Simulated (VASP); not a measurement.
A run of VASP 6.6.1 is set up as follows.

INCAR

```
ALGO     = Normal         # electronic algorithm
EDIFF    = 1E-7           # SCF threshold, eV
ENCUT    = 520            # plane-wave cutoff, eV
GGA      = PE             # functional
ISIF     = 2              # what is computed and relaxed
ISMEAR   = 0              # smearing method
LASPH    = True           # aspherical terms in the spheres
LCHARG   = False          # write CHGCAR
LREAL    = False          # projectors in reciprocal space
LWAVE    = False          # write WAVECAR
NBANDS   = 50             # bands
NELM     = 60             # most SCF steps
PREC     = Accurate       # precision mode
SIGMA    = 0.15           # smearing width, eV
```

File KPOINTS:

```
k-points
0
Gamma
  12 12 5
```

POSCAR

```
SnO
1.0
   -3.8020000000      0.0000000000      0.0000000000
    0.0000000000     -3.8020000000      0.0000000000
    0.0000000000      0.0000000000     12.6720000000
Sn O
4 4
Direct
    0.0000000000      0.5000000000      0.6634616477
    0.0000000000      0.5000000000      0.2818328598
    0.5000000000      0.0000000000      0.0997959280
    0.5000000000      0.0000000000      0.4814247159
    0.0000000000      0.0000000000      0.5724431818
    0.0000000000      0.0000000000      0.1908143939
    0.5000000000      0.5000000000      0.5724431818
    0.5000000000      0.5000000000      0.1908143939
```

Potentials or basis: VASP PAW PBE potentials, release 64 (Sn_d, O).

The run is started by

```sh
$ cat potpaw_PBE.64/Sn_d/POTCAR potpaw_PBE.64/O/POTCAR > POTCAR
$ mpirun -np 1 vasp_std > vasp.out
```

Predict the band gap on the k mesh.

1.03 eV (least direct gap 1.99 eV).

What does it give for the largest force?

0.694 eV/Å.

What does it give for the pressure?

3.2 GPa.

Forces in eV/Å, atoms in the order of the input:
```
Sn   0.000  0.000  0.694
Sn   0.000  0.000  0.531
Sn   0.000  0.000 -0.694
Sn   0.000  0.000 -0.531
O    0.000  0.000 -0.013
O    0.000  0.000  0.013
O    0.000  0.000 -0.013
O    0.000  0.000  0.013
```

Caveat: the cell differs from its parent crystal (the distance across one plane changed); the cell stands under pressure; spin-orbit coupling is left out, which moves the levels of the heavy elements. A k mesh can miss the band edges.
